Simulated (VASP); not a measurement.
# Re2P3 (P-3m1) in VASP: a series of runs

Re2P3 is run at these levels: PBE+D3(BJ); tasks: single point, relaxation of cell and atoms.

Everything below comes from runs of VASP 6.6.1. Logs are shortened: lines on timing, memory, paths and dates and some standing lists are left out, and cuts for length are marked.

### 1 The cell of the first run

Symmetry: P-3m1, No. 164, trigonal system. Conventional cell: a = 2.940 Å, b = 2.940 Å, c = 9.462 Å, α = 90.00°, β = 90.00°, γ = 120.00°. Re (site symmetry 3m) has 6 P at 2.39 to 2.54 Å and 6 Re at 2.94 Å within 3.2 Å. Within 3.2 Å of P (site symmetry 3m) lie 3 Re at 2.39 Å and 9 P at 2.89 to 2.94 Å. Within 3.3 Å of P (site symmetry -3m) lie 6 Re at 2.54 Å and 6 P at 2.94 Å.

### 2 Single point, PBE+D3(BJ)

Input file INCAR:

```
SYSTEM = Re2P3
PREC = Accurate
ENCUT = 520
EDIFF = 1E-7
ISMEAR = 0
SIGMA = 0.1
LREAL = .FALSE.
LASPH = .TRUE.
NELM = 100
ALGO = Normal
ISIF = 2
LWAVE = .FALSE.
LCHARG = .TRUE.
GGA = PE
IVDW = 12
LELF = .TRUE.
LVHAR = .TRUE.
NBANDS = 22
```

Input file KPOINTS:

```
regular mesh
0
G
  12 12 4
  0 0 0
```

Input file POSCAR:

```
Re2P3
1.0
    2.9401391555      0.0000000000      0.0000000000
   -1.4700695778      2.5462351994      0.0000000000
    0.0000000000      0.0000000000      9.4622437886
Re P
2 3
Direct
    0.3333333333      0.6666666667      0.8008062470
    0.6666666667      0.3333333333      0.1991937530
    0.6666666667      0.3333333333      0.6234214686
    0.0000000000      0.0000000000      0.0000000000
    0.3333333333      0.6666666667      0.3765785314
```

Potentials or basis: VASP PAW PBE potentials, release 64 (Re, P).

Run with:

```
$ cat potpaw_PBE.64/Re/POTCAR potpaw_PBE.64/P/POTCAR > POTCAR
$ mpirun -np 1 vasp_std > vasp.out
```

OUTCAR:

```text
SYSTEM = Re2P3
   PREC = Accurate
   ENCUT = 520
   EDIFF = 1E-7
   ISMEAR = 0
   LREAL = .FALSE.
   LASPH = .TRUE.
   NELM = 100
   ISIF = 2
   GGA = PE
   IVDW = 12
 IVDW          = 12

 ion  position               nearest neighbor table
   1  0.333  0.667  0.801-   3 2.39   3 2.39   3 2.39   4 2.54   4 2.54   4 2.54
   2  0.667  0.333  0.199-   5 2.39   5 2.39   5 2.39   4 2.54   4 2.54   4 2.54
   3  0.667  0.333  0.623-   1 2.39   1 2.39   1 2.39   5 2.89   5 2.89   5 2.89
   4  0.000  0.000  0.000-   1 2.54   2 2.54   2 2.54   1 2.54   2 2.54   1 2.54
   5  0.333  0.667  0.377-   2 2.39   2 2.39   2 2.39   3 2.89   3 2.89   3 2.89

  LATTYP: Found a hexagonal cell.
 ALAT       =     2.9401391555
 C/A-ratio  =     3.2182979404

  Lattice vectors:

 A1 = (   2.9401391555,   0.0000000000,   0.0000000000)
 A2 = (  -1.4700695778,   2.5462351994,   0.0000000000)
 A3 = (   0.0000000000,   0.0000000000,   9.4622437886)

Analysis of symmetry for initial positions (statically):
=====================================================================
 Subroutine PRICEL returns:
 Original cell was already a primitive cell.

 Routine SETGRP: Setting up the symmetry group for a
 hexagonal supercell.

 Subroutine GETGRP returns: Found 12 space group operations
 (whereof 12 operations were pure point group operations)
 out of a pool of 24 trial point group operations.

The static configuration has the point symmetry D_3d.

Analysis of symmetry for dynamics (positions and initial velocities):
=====================================================================
 Subroutine PRICEL returns:
 Original cell was already a primitive cell.

 Routine SETGRP: Setting up the symmetry group for a
 hexagonal supercell.

 Subroutine GETGRP returns: Found 12 space group operations
 (whereof 12 operations were pure point group operations)
 out of a pool of 24 trial point group operations.

The dynamic configuration has the point symmetry D_3d.

 Subroutine INISYM returns: Found 12 space group operations
 (whereof 12 operations are pure point group operations),
 and found     1 'primitive' translations

----------------------------------------------------------------------------------------

                                     Primitive cell

  volume of cell :      70.8371

  direct lattice vectors                    reciprocal lattice vectors
     2.940139155  0.000000000  0.000000000     0.340119956  0.196368348  0.000000000
    -1.470069578  2.546235199  0.000000000     0.000000000  0.392736696  0.000000000
     0.000000000  0.000000000  9.462243789     0.000000000  0.000000000  0.105683179

  length of vectors
     2.940139155  2.940139156  9.462243789     0.392736696  0.392736696  0.105683179

  position of ions in fractional coordinates (direct lattice)
     0.333333333  0.666666667  0.800806247
     0.666666667  0.333333333  0.199193753
     0.666666667  0.333333333  0.623421469
     0.000000000  0.000000000  0.000000000
     0.333333333  0.666666667  0.376578531

  ion indices of the primitive-cell ions
   primitive index   ion index
                 1           1
                 2           2
                 3           3
                 4           4
                 5           5

----------------------------------------------------------------------------------------

 KPOINTS: regular mesh

Automatic generation of k-mesh.
 Grid dimensions read from file:
 generate k-points for:   12   12    4

 Generating k-lattice:

  Cartesian coordinates                     Fractional coordinates (reciprocal lattice)
     0.028343330  0.016364029  0.000000000     0.083333333 -0.000000000  0.000000000
     0.000000000  0.032728058  0.000000000     0.000000000  0.083333333  0.000000000
     0.000000000  0.000000000  0.026420795     0.000000000  0.000000000  0.250000000

  Length of vectors
     0.032728058  0.032728058  0.026420795

  Shift w.r.t. Gamma in fractional coordinates (k-lattice)
     0.000000000  0.000000000  0.000000000

 Subroutine IBZKPT returns following result:
 ===========================================

 Found     69 irreducible k-points:

 Following reciprocal coordinates:
            Coordinates               Weight
  0.000000  0.000000  0.000000      1.000000
  0.083333  0.000000  0.000000      6.000000
  0.166667  0.000000  0.000000      6.000000
  0.250000  0.000000  0.000000      6.000000
  0.333333  0.000000  0.000000      6.000000
  0.416667  0.000000  0.000000      6.000000
[... 16 lines left out ...]
  0.166667  0.000000  0.250000      6.000000
  0.000000  0.166667  0.250000      6.000000
 [... further k-points ...]
   k-points           NKPTS =     69   k-points in BZ     NKDIM =     69   number of bands    NBANDS=     22
   number of dos      NEDOS =    301   number of ions     NIONS =      5
   total plane-waves  NPLWV =  40320
   dimension x,y,z NGX =    24 NGY =   24 NGZ =   70
   dimension x,y,z NGXF=    48 NGYF=   48 NGZF=  140
   ions per type =               2   3
   NGX,Y,Z   is equivalent  to a cutoff of  13.57, 13.57, 12.30 a.u.
   NGXF,Y,Z  is equivalent  to a cutoff of  27.14, 27.14, 24.60 a.u.
 SYSTEM =  Re2P3
   PREC   = accura    normal or accurate (medium, high low for compatibility)
   ISTART =      0    job   : 0-new  1-cont  2-samecut
   ICHARG =      2    charge: 1-file 2-atom 10-const
   ISPIN  =      1    spin polarized calculation?
   LNONCOLLINEAR =      F non collinear calculations
   LSORBIT =      F    spin-orbit coupling
   LASPH  =      T    aspherical Exc in radial PAW
   ENCUT  =  520.0 eV  38.22 Ry    6.18 a.u.   5.47  5.47 17.59*2*pi/ulx,y,z
   NELM   =    100;   NELMIN=  2; NELMDL= -5     # of ELM steps
   EDIFF  = 0.1E-06   stopping-criterion for ELM
   LREAL  =      F    real-space projection
   EDIFFG = 0.1E-05   stopping-criterion for IOM
   NSW    =      0    number of steps for IOM
   IBRION =     -1    ionic relax: 0-MD 1-quasi-New 2-CG
   NFREE  =      0    steps in history (QN), initial steepest desc. (CG)
   ISIF   =      2    stress and relaxation
   ISYM   =      2    0-nonsym 1-usesym 2-fastsym
   POTIM  = 0.5000    time-step for ionic-motion
   TEBEG  =    0.0;   TEEND  =   0.0 temperature during run
   PSTRESS=    0.0 pullay stress
   NELECT =      29.0000    total number of electrons
   NUPDOWN=      -1.0000    fix difference up-down
   EMIN   =  10.00;   EMAX   =-10.00  energy-range for DOS
   EFERMI =   0.00;   METHOD = LEGACY
   ISMEAR =     0;   SIGMA  =   0.10  broadening in eV -4-tet -1-fermi 0-gaus
   EFERMI_NEDOS =   21; number of points for ismear=-14 and -15
   IALGO  =     38    algorithm
   IMIX   =      4    mixing-type and parameters
     AMIX     =   0.40;   BMIX     =  1.00
     AMIX_MAG =   1.60;   BMIX_MAG =  1.00
  volume/ion in A,a.u.               =      14.17        95.61
  Fermi-wavevector in a.u.,A,eV,Ry     =   1.215591  2.297133 20.104790  1.477660
  Thomas-Fermi vector in A             =   2.350973
   LORBIT       =      0    0 simple, 1 ext, 2 COOP (PROOUT), +10 PAW based schemes
   GGA     = PE    functional components
   LHFCALC =     F    Hartree Fock is set to
   AEXX    =    0.0000 exact exchange contribution
   IVDW    =    12    specifies the selected vdW correction
   LEPSILON=     F    determine dielectric tensor
   LRPA    =     F    only Hartree local field effects (RPA)
 non-spin polarized calculation
 Gauss-broadening in eV      SIGMA  =   0.10
  energy-cutoff  :      520.00
  volume of cell :       70.84
 maximum number of plane-waves:      1949
 NGX is ok and might be reduce to    24
   NGX = 11   NGY = 11   NGZ = 35

 number of electron      28.9999999 magnetization

 Free energy of the ion-electron system (eV)
  ---------------------------------------------------
  ext. energy  EPLUGINS =         0.00000000
  ---------------------------------------------------
  free energy    TOTEN  =       -40.78325814 eV

  energy without entropy =      -40.76532180  energy(sigma->0) =      -40.77428997

 E-fermi :   9.1653     XC(G=0): -12.4359

 val. band max:        9.1498470350   @ k =   0.3333   0.0833   0.5000
 cond. band min:       9.1663398358   @ k =   0.2500   0.0833   0.0000
 fundamental gap:      0.0164928007
 Fermi energy:         9.1653386565

 k-point     1 :       0.0000    0.0000    0.0000
  band No.  band energies     occupation
      1      -5.5808      2.00000
      2      -4.1331      2.00000
      3      -3.6370      2.00000
      4       1.7447      2.00000
      5       1.8419      2.00000
      6       6.2216      2.00000
[... 14 lines left out ...]
     21      15.4927      0.00000
     22      15.4978      0.00000

 k-point     2 :       0.0833    0.0000    0.0000
  band No.  band energies     occupation
      1      -5.4160      2.00000
      2      -4.0268      2.00000
      3      -3.4838      2.00000
      4       1.8826      2.00000
      5       2.0040      2.00000
      6       5.8335      2.00000
[... 14 lines left out ...]
     21      14.8856      0.00000
     22      15.4450      0.00000

 k-point     3 :       0.1667    0.0000    0.0000
  band No.  band energies     occupation
      1      -4.9322      2.00000
      2      -3.7161      2.00000
      3      -3.0470      2.00000
      4       2.2046      2.00000
      5       2.4513      2.00000
      6       5.1600      2.00000
[... 14 lines left out ...]
     21      13.7955      0.00000
     22      15.2434      0.00000

 k-point     4 :       0.2500    0.0000    0.0000
  band No.  band energies     occupation
      1      -4.1605      2.00000
      2      -3.2302      2.00000
      3      -2.3896      2.00000
      4       2.3993      2.00000
      5       3.0708      2.00000
      6       4.5158      2.00000
[... 14 lines left out ...]
     21      14.0982      0.00000
     22      14.8854      0.00000

 k-point     5 :       0.3333    0.0000    0.0000
  band No.  band energies     occupation
      1      -3.1610      2.00000
      2      -2.6379      2.00000
      3      -1.6067      2.00000
      4       2.2720      2.00000
      5       3.4214      2.00000
      6       3.8771      2.00000
[... 14 lines left out ...]
     21      14.4156      0.00000
     22      14.4603      0.00000

 k-point     6 :       0.4167    0.0000    0.0000
  band No.  band energies     occupation
      1      -2.1650      2.00000
      2      -2.0108      2.00000
      3      -0.8235      2.00000
      4       1.9196      2.00000
      5       2.3695      2.00000
      6       3.3072      2.00000
[... 14 lines left out ...]
     21      14.1435      0.00000
     22      14.3669      0.00000

 k-point     7 :       0.5000    0.0000    0.0000
  band No.  band energies     occupation
      1      -1.8953      2.00000
      2      -1.4495      2.00000
      3      -0.3299      2.00000
      4       1.2493      2.00000
      5       2.0031      2.00000
      6       2.9931      2.00000
[... 324 lines left out ...]
      6       5.6672      2.00000
[... 14 lines left out ...]
     21      15.3383      0.00000
     22      15.3396      0.00000

 k-point    21 :       0.0833    0.0000    0.2500
  band No.  band energies     occupation
      1      -5.3079      2.00000
      2      -4.4695      2.00000
      3      -3.0301      2.00000
      4       0.9891      2.00000
      5       2.9927      2.00000
      6       5.3954      2.00000
[... 14 lines left out ...]
     21      14.6459      0.00000
     22      15.2334      0.00000

 k-point    22 :       0.0000    0.0833    0.2500
  band No.  band energies     occupation
      1      -5.3064      2.00000
      2      -4.4736      2.00000
      3      -3.0255      2.00000
      4       0.9791      2.00000
      5       3.0126      2.00000
      6       5.3395      2.00000
[... 14 lines left out ...]
     21      14.6560      0.00000
     22      15.2033      0.00000

 k-point    23 :       0.1667    0.0000    0.2500
  band No.  band energies     occupation
      1      -4.8363      2.00000
      2      -4.0565      2.00000
      3      -2.7217      2.00000
      4       1.5393      2.00000
      5       3.1972      2.00000
      6       5.0920      2.00000
[... 14 lines left out ...]
     21      13.3479      0.00000
     22      15.3521      0.00000

 k-point    24 :       0.0000    0.1667    0.2500
  band No.  band energies     occupation
      1      -4.8233      2.00000
      2      -4.0908      2.00000
      3      -2.6861      2.00000
      4       1.4500      2.00000
      5       3.4041      2.00000
      6       4.7369      2.00000
[... 14 lines left out ...]
     21      14.3123      0.00000
     22      14.6318      0.00000

 [... further k-points ...]

------------------------ aborting loop because EDIFF is reached ----------------------------------------

 Edisp (eV)   -2.85422

 E8    (eV) :    -1.2363

  FORCE on cell =-STRESS in cart. coord.  units (eV):
  Direction    XX          YY          ZZ          XY          YZ          ZX
  --------------------------------------------------------------------------------------
  -------------------------------------------------------------------------------------
  Total       0.22335     0.22335     0.43941    -0.00000     0.00000    -0.00000
  in kB       5.05175     5.05175     9.93850    -0.00000     0.00000    -0.00000
  external pressure =        6.68 kB  Pullay stress =        0.00 kB

 VOLUME and BASIS-vectors are now :
 -----------------------------------------------------------------------------
  energy-cutoff  :      520.00
  volume of cell :       70.84
      direct lattice vectors                 reciprocal lattice vectors
     2.940139155  0.000000000  0.000000000     0.340119956  0.196368348  0.000000000
    -1.470069578  2.546235199  0.000000000     0.000000000  0.392736696  0.000000000
     0.000000000  0.000000000  9.462243789     0.000000000  0.000000000  0.105683179

 POSITION                                       TOTAL-FORCE (eV/Angst)
 -----------------------------------------------------------------------------------
     -0.00000      1.69749      7.57742         0.000000      0.000000      0.031614
      1.47007      0.84875      1.88482        -0.000000     -0.000000     -0.031614
      1.47007      0.84875      5.89897         0.000000      0.000000     -0.065790
      0.00000      0.00000      0.00000        -0.000000     -0.000000      0.000000
     -0.00000      1.69749      3.56328        -0.000000      0.000000      0.065790
 -----------------------------------------------------------------------------------
    total drift:                                0.000000      0.000000      0.000000

  FREE ENERGIE OF THE ION-ELECTRON SYSTEM (eV)
  ---------------------------------------------------
  free  energy   TOTEN  =       -43.6374800499 eV

  energy  without entropy=      -43.6195437147  energy(sigma->0) =      -43.62851188
```

Run time: 54 s. Hardware: 1 thread of Intel Xeon 6975P-C (Granite Rapids), shared host; peak memory 0.25 GiB.

What came out:

```yaml
Free_energy: -43.6375 eV
Pressure: 0.7 GPa
Largest_force: 0.066 eV/Å
Band_gap_on_the_k_mesh: zero (an odd number of electrons rules out a gap without spin polarisation)
Dispersion_energy_per_atom: -0.571 eV
```

Forces in eV/Å, atoms in the order of the input:
```
Re   0.000  0.000  0.032
Re   0.000  0.000 -0.032
P    0.000  0.000 -0.066
P    0.000  0.000  0.000
P    0.000  0.000  0.066
```

Stress tensor (GPa, compression positive):
```
0.51 0.00 0.00
0.00 0.51 0.00
0.00 0.00 0.99
```

Levels at points of the mesh, in eV from the Fermi level:
```csv
k point,band 11,band 12,band 13,band 14,band 15,band 16,band 17,band 18,band 19,band 20
"(0.00, 0.00, 0.00)",-2.36,-0.30,-0.30,-0.11,-0.11,1.56,3.65,3.65,4.61,4.61
"(0.50, 0.00, 0.00)",-2.28,-1.99,-1.46,0.29,0.57,2.57,2.58,3.04,3.53,4.04
"(0.00, 0.00, 0.50)",-2.35,-0.27,-0.27,-0.13,-0.13,1.52,3.37,3.37,5.30,5.30
"(0.50, 0.00, 0.50)",-2.21,-1.82,-1.68,0.09,1.17,2.57,2.58,2.63,3.26,3.57
```

Caveat: spin-orbit coupling is left out, which moves the levels of the heavy elements.

### 3 Relaxation of cell and atoms, PBE+D3(BJ)

This run uses another cell than the first one, of 14.23 Å³/atom.

Input file INCAR:

```
SYSTEM = Re2P3
ALGO     = Normal         ! electronic algorithm
EDIFF    = 1E-6           ! SCF threshold, eV
EDIFFG   = -0.01          ! ionic threshold
ENCUT    = 600            ! plane-wave cutoff, eV
GGA      = PE             ! functional
IBRION   = 2              ! ionic algorithm
ISIF     = 3              ! what is computed and relaxed
ISMEAR   = 0              ! smearing method
IVDW     = 12             ! dispersion correction
LASPH    = .True.         ! aspherical terms in the spheres
LCHARG   = .False.        ! write CHGCAR
LREAL    = .False.        ! projectors in reciprocal space
LWAVE    = .False.        ! write WAVECAR
NELM     = 80             ! most SCF steps
NSW      = 100            ! ionic steps
PREC     = Accurate       ! precision mode
SIGMA    = 0.1            ! smearing width, eV
```

Input file KPOINTS:

```
k-points
0
Gamma
  12 12 4
  0 0 0
```

Input file POSCAR:

```
Re2P3
1.0
    2.9211946000      0.0000000000      0.0000000000
   -1.4605973000      2.5298287330      0.0000000000
    0.0000000000      0.0000000000      9.6281554332
Re P
2 3
Direct
    0.3333333333      0.6666666667      0.7987823606
    0.6666666667      0.3333333333      0.2012176394
    0.6666666667      0.3333333333      0.6247269795
    0.0000000000      0.0000000000      0.0000000000
    0.3333333333      0.6666666667      0.3752730205
```

Potentials or basis: VASP PAW PBE potentials, release 64 (Re, P).

Run with:

```
$ cat potpaw_PBE.64/Re/POTCAR potpaw_PBE.64/P/POTCAR > POTCAR
$ mpirun -np 1 vasp_std > vasp.out
```

Run time: 5 min. Hardware: 1 thread of Intel Xeon 6975P-C (Granite Rapids), shared host; peak memory 0.29 GiB.

Results (log left out):

* Free energy: -43.6403 eV
* Relaxed volume: 14.22 Å³/atom
* Relaxed cell: a = 2.937 Å, b = 2.937 Å, c = 9.517 Å, α = 90.00°, β = 90.00°, γ = 120.00°
* Space group after relaxing (to 0.1 Å): P-3m1 (No. 164)
* Energy gained by relaxing: 2.1 meV/atom
* Ionic steps: 14
* Pressure after relaxing: 0.0 GPa
* Largest force after relaxing: 0.003 eV/Å
* Band gap on the k mesh: zero (an odd number of electrons rules out a gap without spin polarisation)
* Dispersion energy per atom: -0.569 eV

Forces on the atoms (eV/Å):
```
Re   0.000  0.000 -0.003
Re   0.000  0.000  0.003
P    0.000  0.000 -0.002
P    0.000  0.000  0.000
P    0.000  0.000  0.002
```

The path:
| step | energy change (eV) | largest force (eV/Å) | pressure (GPa) | volume (Å³) |
| --- | --- | --- | --- | --- |
| 1 | 0.0000 | 0.3543 | 0.64 | 71.15 |
| 2 | -0.0023 | 0.2399 | -2.36 | 71.74 |
| 3 | -0.0050 | 0.1091 | -1.10 | 71.49 |
| 4 | -0.0091 | 0.0459 | 0.51 | 70.90 |
| 5 | -0.0093 | 0.0236 | 0.26 | 70.99 |
| 6 | -0.0099 | 0.0327 | -0.02 | 71.11 |
| 7 | -0.0101 | 0.0422 | -0.27 | 71.23 |
| 8 | -0.0097 | 0.0883 | 0.53 | 71.08 |
| 9 | -0.0102 | 0.0207 | -0.02 | 71.18 |
| 10 | -0.0102 | 0.0159 | -0.02 | 71.17 |
| 11 | -0.0103 | 0.0160 | 0.00 | 71.14 |
| 12 | -0.0103 | 0.0055 | -0.09 | 71.13 |
| 13 | -0.0103 | 0.0026 | -0.06 | 71.14 |
| 14 | -0.0103 | 0.0035 | 0.02 | 71.09 |

Final structure:
```xyz
5
Lattice="2.9370 0.0000 0.0000 -1.4685 2.5435 0.0000 0.0000 0.0000 9.5166" Properties=species:S:1:pos:R:3 pbc="T T T"
Re    0.0000    1.6957    7.6224
Re    1.4685    0.8478    1.8942
P     1.4685    0.8478    5.9380
P     0.0000    0.0000    0.0000
P     0.0000    1.6957    3.5786
```

Levels at points of the mesh, in eV from the Fermi level:
```
           k point  band 11  band 12  band 13  band 14  band 15  band 16  band 17  band 18
(0.00, 0.00, 0.00)    -2.33    -0.27    -0.27    -0.08    -0.08     1.44     3.69     3.69
(0.50, 0.00, 0.00)    -2.28    -1.96    -1.48     0.27     0.63     2.60     2.61     3.01
(0.00, 0.00, 0.50)    -2.32    -0.23    -0.23    -0.10    -0.10     1.40     3.43     3.43
(0.50, 0.00, 0.50)    -2.17    -1.83    -1.69     0.04     1.19     2.60     2.61     2.68
```

Caveat: spin-orbit coupling is left out, which moves the levels of the heavy elements.
